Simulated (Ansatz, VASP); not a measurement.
# One calculation of Li, two programs

```
CELL_PARAMETERS angstrom
0.00000 2.16683 2.16683
2.16683 0.00000 2.16683
2.16683 2.16683 0.00000
ATOMIC_POSITIONS crystal
Li 0.00000 0.00000 0.00000
```

Alike in both runs: task single point; functional PBEsol; k mesh 8 × 8 × 8; occupations gaussian, width 0.1 eV; no spin polarisation.

|  | VASP | Ansatz |
| --- | --- | --- |
| version | VASP 6.6.1 | Ansatz 0.2.0 |
| potentials or method | VASP PAW PBE potentials, release 64 (Li_sv), cutoff 750 eV | scalar-relativistic, plane waves, PAW |
| valence electrons in the cell | 3 | 3 |

Ansatz gave:

- gap on the k mesh at the Fermi level (eV): none
- pressure (GPa): 0.0

Task: Estimate VASP's values.

Result: gap on the k mesh at the Fermi level (eV): none; pressure (GPa): -0.2.

VASP's potentials were made for PBE, not for PBEsol. A gap of «none» marks a metal or a gap that the smearing closes.
